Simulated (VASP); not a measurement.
# Os (I4_1/amd) in VASP: relaxation of cell and atoms with PBE

Aim: the relaxation of cell and atoms of Os with PBE.

All numbers are computed with VASP 6.6.1; they aren't measurements. Logs are shortened: lines on timing, memory, paths and dates and some standing lists are left out, and cuts for length are marked.

### 1 The cell of the first run

The structure is tetragonal, space group I4_1/amd (No. 141). Conventional cell: a = 4.372 Å, b = 4.372 Å, c = 2.405 Å, α = 90.00°, β = 90.00°, γ = 90.00°. Os (site symmetry -4m2) has 10 Os at 2.27 to 2.83 Å within 3.0 Å.

### 2 Relaxation of cell and atoms, PBE, target pressure 160 GPa, at which the enthalpy is minimised

Input file INCAR:

```
  PREC = Accurate
  ENCUT = 600
  EDIFF = 1E-6
  ISMEAR = -1
  SIGMA = 0.1
  LREAL = F
  LASPH = T
  NELM = 80
  ALGO = Normal
  ISIF = 3
  LWAVE = F
  LCHARG = F
  GGA = PE
  IBRION = 2
  NSW = 60
  EDIFFG = -0.005
  PSTRESS = 1600.0
```

Input file KPOINTS:

```
Automatic mesh
0
Gamma
  18 18 18
```

Input file POSCAR:

```
Os
1.0
   -2.1860944906      2.1860944906      1.2023519698
    2.1860944906     -2.1860944906      1.2023519698
    2.1860944906      2.1860944906     -1.2023519698
Os
2
Direct
   -0.3750000000     -0.1250000000     -0.2500000000
    0.3750000000      0.1250000000      0.2500000000
```

Potentials or basis: VASP PAW PBE potentials, release 64 (Os).

Run with:

```
> cat potpaw_PBE.64/Os/POTCAR > POTCAR
> mpirun -np 1 vasp_std > vasp.out
```

OUTCAR:

```text
PREC = Accurate
   ENCUT = 600
   EDIFF = 1E-6
   ISMEAR = -1
   LREAL = F
   LASPH = T
   NELM = 80
   ISIF = 3
   GGA = PE
   IBRION = 2
   NSW = 60
   EDIFFG = -0.005
   PSTRESS = 1600.0

 ion  position               nearest neighbor table
   1  0.625  0.875  0.750-   2 2.27   2 2.27   2 2.27   2 2.27   2 2.83   2 2.83   2 2.83   2 2.83

   2  0.375  0.125  0.250-   1 2.27   1 2.27   1 2.27   1 2.27   1 2.83   1 2.83   1 2.83   1 2.83

  LATTYP: Found a body centered tetragonal cell.
 ALAT       =     4.3721889812
 C/A-ratio  =     0.5500000000

  Lattice vectors:

 A1 = (  -2.1860944906,   2.1860944906,   1.2023519698)
 A2 = (   2.1860944906,  -2.1860944906,   1.2023519698)
 A3 = (   2.1860944906,   2.1860944906,  -1.2023519698)

Analysis of symmetry for initial positions (statically):
=====================================================================
 Subroutine PRICEL returns:
 Original cell was already a primitive cell.

 Routine SETGRP: Setting up the symmetry group for a
 body centered tetragonal supercell.

 Subroutine GETGRP returns: Found 16 space group operations
 (whereof  4 operations were pure point group operations)
 out of a pool of 16 trial point group operations.

The static configuration has the point symmetry C_2h.
 The point group associated with its full space group is D_4h.

Analysis of symmetry for dynamics (positions and initial velocities):
=====================================================================
 Subroutine PRICEL returns:
 Original cell was already a primitive cell.

 Routine SETGRP: Setting up the symmetry group for a
 body centered tetragonal supercell.

 Subroutine GETGRP returns: Found 16 space group operations
 (whereof  4 operations were pure point group operations)
 out of a pool of 16 trial point group operations.

The dynamic configuration has the point symmetry C_2h.
 The point group associated with its full space group is D_4h.

 Subroutine INISYM returns: Found 16 space group operations
 (whereof  4 operations are pure point group operations),
 and found     1 'primitive' translations

----------------------------------------------------------------------------------------

                                     Primitive cell

  volume of cell :      22.9842

  direct lattice vectors                    reciprocal lattice vectors
    -2.186094491  2.186094491  1.202351970     0.000000000  0.228718384  0.415851608
     2.186094491 -2.186094491  1.202351970     0.228718384  0.000000000  0.415851608
     2.186094491  2.186094491 -1.202351970     0.228718384  0.228718384  0.000000000

  length of vectors
     3.317177792  3.317177792  3.317177792     0.474599472  0.474599472  0.323456641

  position of ions in fractional coordinates (direct lattice)
     0.625000000  0.875000000  0.750000000
     0.375000000  0.125000000  0.250000000

  ion indices of the primitive-cell ions
   primitive index   ion index
                 1           1
                 2           2

----------------------------------------------------------------------------------------

 KPOINTS: Automatic mesh

Automatic generation of k-mesh.
 Grid dimensions read from file:
 generate k-points for:   18   18   18

 Generating k-lattice:

  Cartesian coordinates                     Fractional coordinates (reciprocal lattice)
     0.000000000  0.012706577  0.023102867     0.055555556  0.000000000  0.000000000
     0.012706577  0.000000000  0.023102867     0.000000000  0.055555556  0.000000000
     0.012706577  0.012706577  0.000000000     0.000000000  0.000000000  0.055555556

  Length of vectors
     0.026366637  0.026366637  0.017969813

  Shift w.r.t. Gamma in fractional coordinates (k-lattice)
     0.000000000  0.000000000  0.000000000

 Subroutine IBZKPT returns following result:
 ===========================================

 Found    480 irreducible k-points:

 Following reciprocal coordinates:
            Coordinates               Weight
  0.000000  0.000000  0.000000      1.000000
  0.055556  0.000000 -0.000000      8.000000
  0.111111  0.000000 -0.000000      8.000000
  0.166667  0.000000 -0.000000      8.000000
  0.222222  0.000000 -0.000000      8.000000
  0.277778  0.000000 -0.000000      8.000000
[... 16 lines left out ...]
 -0.277778  0.055556  0.000000     16.000000
 -0.222222  0.055556  0.000000     16.000000
 [... further k-points ...]
   k-points           NKPTS =    480   k-points in BZ     NKDIM =    480   number of bands    NBANDS=     12
   number of dos      NEDOS =    301   number of ions     NIONS =      2
   total plane-waves  NPLWV =  21952
   dimension x,y,z NGX =    28 NGY =   28 NGZ =   28
   dimension x,y,z NGXF=    56 NGYF=   56 NGZF=   56
   ions per type =               2
   NGX,Y,Z   is equivalent  to a cutoff of  14.03, 14.03, 14.03 a.u.
   NGXF,Y,Z  is equivalent  to a cutoff of  28.07, 28.07, 28.07 a.u.
 SYSTEM =  unknown system
   PREC   = accura    normal or accurate (medium, high low for compatibility)
   ISTART =      0    job   : 0-new  1-cont  2-samecut
   ICHARG =      2    charge: 1-file 2-atom 10-const
   ISPIN  =      1    spin polarized calculation?
   LNONCOLLINEAR =      F non collinear calculations
   LSORBIT =      F    spin-orbit coupling
   LASPH  =      T    aspherical Exc in radial PAW
   ENCUT  =  600.0 eV  44.10 Ry    6.64 a.u.   6.63  6.63  6.63*2*pi/ulx,y,z
   NELM   =     80;   NELMIN=  2; NELMDL= -5     # of ELM steps
   EDIFF  = 0.1E-05   stopping-criterion for ELM
   LREAL  =      F    real-space projection
   EDIFFG = -.5E-02   stopping-criterion for IOM
   NSW    =     60    number of steps for IOM
   IBRION =      2    ionic relax: 0-MD 1-quasi-New 2-CG
   NFREE  =      1    steps in history (QN), initial steepest desc. (CG)
   ISIF   =      3    stress and relaxation
   ISYM   =      2    0-nonsym 1-usesym 2-fastsym
   POTIM  = 0.5000    time-step for ionic-motion
   TEBEG  =    0.0;   TEEND  =   0.0 temperature during run
   PSTRESS= 1600.0 pullay stress
   NELECT =      16.0000    total number of electrons
   NUPDOWN=      -1.0000    fix difference up-down
   EMIN   =  10.00;   EMAX   =-10.00  energy-range for DOS
   EFERMI =   0.00;   METHOD = LEGACY
   ISMEAR =    -1;   SIGMA  =   0.10  broadening in eV -4-tet -1-fermi 0-gaus
   EFERMI_NEDOS =   21; number of points for ismear=-14 and -15
   IALGO  =     38    algorithm
   IMIX   =      4    mixing-type and parameters
     AMIX     =   0.40;   BMIX     =  1.00
     AMIX_MAG =   1.60;   BMIX_MAG =  1.00
  volume/ion in A,a.u.               =      11.49        77.55
  Fermi-wavevector in a.u.,A,eV,Ry     =   1.450903  2.741809 28.641884  2.105119
  Thomas-Fermi vector in A             =   2.568462
   LORBIT       =      0    0 simple, 1 ext, 2 COOP (PROOUT), +10 PAW based schemes
   GGA     = PE    functional components
   LHFCALC =     F    Hartree Fock is set to
   AEXX    =    0.0000 exact exchange contribution
   IVDW    =     0    specifies the selected vdW correction
   LEPSILON=     F    determine dielectric tensor
   LRPA    =     F    only Hartree local field effects (RPA)
 conjugate gradient relaxation of ions
 non-spin polarized calculation
  energy-cutoff  :      600.00
  volume of cell :       22.98
 maximum number of plane-waves:       789
   NGX = 13   NGY = 13   NGZ = 13

--------------------------------------- Ionic step        1  -------------------------------------------

 number of electron      15.9999999 magnetization

 Free energy of the ion-electron system (eV)
  ---------------------------------------------------
  ext. energy  EPLUGINS =         0.00000000
  ---------------------------------------------------
  free energy    TOTEN  =       -15.47217202 eV

  energy without entropy =      -15.40539548  energy(sigma->0) =      -15.43878375

------------------------ aborting loop because EDIFF is reached ----------------------------------------

  FORCE on cell =-STRESS in cart. coord.  units (eV):
  Direction    XX          YY          ZZ          XY          YZ          ZX
  --------------------------------------------------------------------------------------
  -------------------------------------------------------------------------------------
  Total       32.9296887     32.9296887     29.9160575      0.0000000      0.0000000     -0.0000000
  in kB     2295.4547610   2295.4547610   2085.3812855      0.0000000      0.0000000     -0.0000000
  external PRESSURE =     625.4302692 kB  Pullay stress =    1600.0000000 kB
[... 23 lines left out ...]
  enthalpy is  TOTEN    =         7.4807969916 eV   P V=       22.9529690078

--------------------------------------- Ionic step        2  -------------------------------------------

 number of electron      16.0000000 magnetization

 E-fermi :   4.6036     XC(G=0): -11.7865

 val. band max:        4.6028052797   @ k =  -0.4444  -0.4444   0.2222
 cond. band min:       4.6081837033   @ k =  -0.3333   0.2778  -0.0000
 fundamental gap:      0.0053784236
 Fermi energy:         4.6036375604

 k-point     1 :       0.0000    0.0000    0.0000
  band No.  band energies     occupation
      1      -3.1543      2.00000
      2       0.1935      2.00000
      3       0.7223      2.00000
      4       0.7962      2.00000
      5       1.4521      2.00000
      6       4.7906      0.26725
      7       4.7906      0.26725
      8       4.8322      0.18471
      9       4.8322      0.18471
     10       6.0069      0.00000
     11       7.1067      0.00000
     12       8.8636      0.00000
[... 412 lines left out ...]
  FREE ENERGIE OF THE ION-ELECTRON SYSTEM (eV)
  ---------------------------------------------------
  free  energy   TOTEN  =       -17.6819336492 eV

  energy  without entropy=      -17.6080486315  energy(sigma->0) =      -17.64499114

  enthalpy is  TOTEN    =         7.2390497926 eV   P V=       24.9209834418

[... ionic steps 4 to 11 ...]

--------------------------------------- Ionic step       12  -------------------------------------------

 number of electron      16.0000001 magnetization

------------------------ aborting loop because EDIFF is reached ----------------------------------------

  FORCE on cell =-STRESS in cart. coord.  units (eV):
  Direction    XX          YY          ZZ          XY          YZ          ZX
  --------------------------------------------------------------------------------------
  -------------------------------------------------------------------------------------
  Total       24.3492777     24.3492777     24.3762034     -0.0000000     -0.0000000      0.0000000
  in kB     1599.5611085   1599.5611085   1601.3299175     -0.0000000     -0.0000000      0.0000000
  external PRESSURE =       0.1507115 kB  Pullay stress =    1600.0000000 kB
[... 61 lines left out ...]
  enthalpy is  TOTEN    =         7.1963106798 eV   P V=       24.3570124873

--------------------------------------- Ionic step       14  -------------------------------------------

 number of electron      16.0000001 magnetization

 Free energy of the ion-electron system (eV)
  ---------------------------------------------------
  ext. energy  EPLUGINS =         0.00000000
  ---------------------------------------------------
  free energy    TOTEN  =       -17.16038967 eV

  energy without entropy =      -17.09015024  energy(sigma->0) =      -17.12526996

 E-fermi :  11.9039     XC(G=0): -14.7404

 val. band max:       11.9037476474   @ k =  -0.3333   0.3889   0.1667
 cond. band min:      11.9039063115   @ k =   0.5000   0.2778   0.0556
 fundamental gap:      0.0001586641
 Fermi energy:        11.9038993517

 k-point     1 :       0.0000    0.0000    0.0000
  band No.  band energies     occupation
      1      -0.3442      2.00000
      2       1.9873      2.00000
      3       4.0913      2.00000
      4       4.7008      2.00000
      5       5.7534      2.00000
      6      11.7026      1.76426
      7      11.7026      1.76426
      8      11.7892      1.51784
      9      11.7892      1.51784
     10      15.7106      0.00000
     11      17.9897      0.00000
     12      18.3740      0.00000
[... 374 lines left out ...]
  FREE ENERGIE OF THE ION-ELECTRON SYSTEM (eV)
  ---------------------------------------------------
  free  energy   TOTEN  =       -17.1603896686 eV

  energy  without entropy=      -17.0901502428  energy(sigma->0) =      -17.12526996

  enthalpy is  TOTEN    =         7.1963100220 eV   P V=       24.3566996906

 reached required accuracy - stopping structural energy minimisation
```

Run time: 12 min. Hardware: 1 thread of AMD EPYC 9R45 (Zen 5), shared host; peak memory 0.28 GiB.

Results:

- Free energy: -17.1604 eV
- Relaxed volume: 12.19 Å³/atom
- Relaxed cell: a = 3.400 Å, b = 3.400 Å, c = 3.400 Å, α = 97.23°, β = 97.23°, γ = 138.43°
- Space group after relaxing (to 0.1 Å): I4_1/amd (No. 141)
- Energy change on relaxing (the run minimises the enthalpy): -844.1 meV/atom
- Ionic steps: 14
- Pressure after relaxing: 160.0 GPa
- Band gap on the k mesh: zero (bands 8 and 9 overlap by 2.54 eV)

The path:
```tsv
step	energy change (eV)	largest force (eV/Å)	pressure (GPa)	volume (Å³)
1	0.0000	0.0000	222.54	22.98
2	-3.1467	0.0000	-40.94	41.32
3	-2.2098	0.0000	139.84	24.95
4	-1.7427	0.0000	158.07	24.45
5	-1.7128	0.0000	159.22	24.42
6	-1.6256	0.0000	162.00	24.33
7	-1.6768	0.0000	160.42	24.38
8	-1.6758	0.0000	160.46	24.38
9	-1.7647	0.0000	157.03	24.47
10	-1.6868	0.0000	160.04	24.39
11	-1.6872	0.0000	160.03	24.39
12	-1.6875	0.0000	160.02	24.39
13	-1.6885	0.0000	159.98	24.39
14	-1.6882	0.0000	159.98	24.39
```

Final structure:
```yaml
crystal:
  lattice:
    - [-2.24795, 2.24795, 1.20663]
    - [2.24795, -2.24795, 1.20663]
    - [2.24795, 2.24795, -1.20663]
  atoms:
    - { symbol: Os, position: [0.62500, 0.87500, 0.75000] }
    - { symbol: Os, position: [0.37500, 0.12500, 0.25000] }
```

Levels at points of the mesh, in eV from the Fermi level:
| k point | band 4 | band 5 | band 6 | band 7 | band 8 | band 9 | band 10 | band 11 | band 12 |
| --- | --- | --- | --- | --- | --- | --- | --- | --- | --- |
| (0.00, 0.00, 0.00) | -7.20 | -6.15 | -0.20 | -0.20 | -0.11 | -0.11 | 3.81 | 6.09 | 6.47 |
| (0.50, 0.00, 0.00) | -5.89 | -3.39 | -2.75 | -1.39 | -0.09 | 1.92 | 2.10 | 6.47 | 9.43 |
| (0.50, 0.50, 0.00) | -6.25 | -4.11 | -4.11 | -1.73 | -1.73 | 1.44 | 1.44 | 1.95 | 1.95 |
| (0.50, 0.50, 0.50) | -5.99 | -1.64 | -1.64 | -1.34 | -1.34 | 0.64 | 0.64 | 0.71 | 0.71 |

Caveat: the cell is relaxed towards a set pressure, so the run minimises the enthalpy, not the energy; spin-orbit coupling is left out, which moves the levels of the heavy elements.
